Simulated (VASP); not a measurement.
Write the native input for VASP 6.6.1 that does the following.

* Task: single point
* Functional: PBE
* Potentials or basis: VASP PAW PBE potentials, release 64 (Mo_sv)
* Cutoff: 520 eV
* k mesh: 16 × 16 × 16
* Occupations: gaussian, width 0.1 eV
* Spin: no spin polarisation
* Dipole correction: no
* Further INCAR settings: ALGO = Fast; EDIFF = 1e-06; NBANDS = 21

The structure of Mo lies in POSCAR:

```
Mo
1.0
    3.1137945827      0.0000000000      0.0000000000
    0.0000000000      3.1137945827      0.0000000000
    0.0000000000      0.0000000000      3.3502383168
Mo
2
Direct
    0.0000000000      0.0000000000      0.0000000000
    0.5000000000      0.5000000000      0.5000000000
```

This cell differs from its parent crystal: uniaxial strain along c: +6.0 %, then relaxed in part.

These files were run (other wordings do the same):

INCAR

```
SYSTEM = Mo
PREC = Accurate
ENCUT = 520
EDIFF = 1E-6
ISMEAR = 0
SIGMA = 0.1
LREAL = .FALSE.
LASPH = .TRUE.
NELM = 100
ALGO = Fast
ISIF = 2
LWAVE = .FALSE.
LCHARG = .FALSE.
GGA = PE
NBANDS = 21
```

KPOINTS

```
Automatic mesh
0
G
  16 16 16
  0 0 0
```

Potentials or basis: VASP PAW PBE potentials, release 64 (Mo_sv).

Launch:

```sh
$ cat potpaw_PBE.64/Mo_sv/POTCAR > POTCAR
$ mpirun -np 1 vasp_std > vasp.out
```

Results of the run:

- Pressure: -5.8 GPa
- Band gap on the k mesh: zero (bands 14 and 15 overlap by 2.61 eV)

Caveat: the cell differs from its parent crystal (uniaxial strain along c: +6.0 %, then relaxed in part); the cell stands under tension.

It took 99 s on 1 thread of Intel(R) Xeon(R) Platinum 8559C (Emerald Rapids), on a shared host, peak memory 0.31 GiB.
